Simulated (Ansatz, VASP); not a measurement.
Pd in VASP and in Ansatz

```xyz
1
Lattice="0.0000 1.9375 1.9375 1.9375 0.0000 1.9375 1.9375 1.9375 0.0000" Properties=species:S:1:pos:R:3 pbc="T T T"
Pd    0.0000    0.0000    0.0000
```

Alike in both runs: functional PBEsol; k mesh 18 × 18 × 18; occupations gaussian, width 0.1 eV; no spin polarisation.

Ansatz relaxed the structure, and its values are those at the end. VASP's run is a single point on that final structure, the one shown.

|  | VASP | Ansatz |
| --- | --- | --- |
| version | VASP 6.6.1 | Ansatz 0.2.0 |
| potentials or method | VASP PAW PBE potentials, release 64 (Pd), cutoff 520 eV | scalar-relativistic, plane waves, PAW |
| valence electrons in the cell | 10 | 18 |

|  | VASP | Ansatz | Ansatz less VASP |
| --- | --- | --- | --- |
| gap on the k mesh at the Fermi level (eV) | none | none | - |
| pressure (GPa) | -0.3 | 0.0 | +0.35 |

VASP's potentials were made for PBE, not for PBEsol. A gap of «none» marks a metal or a gap that the smearing closes. VASP's potentials hold 10 valence electrons a cell and Ansatz's 18, so a difference there can come from the potentials and not from the codes.
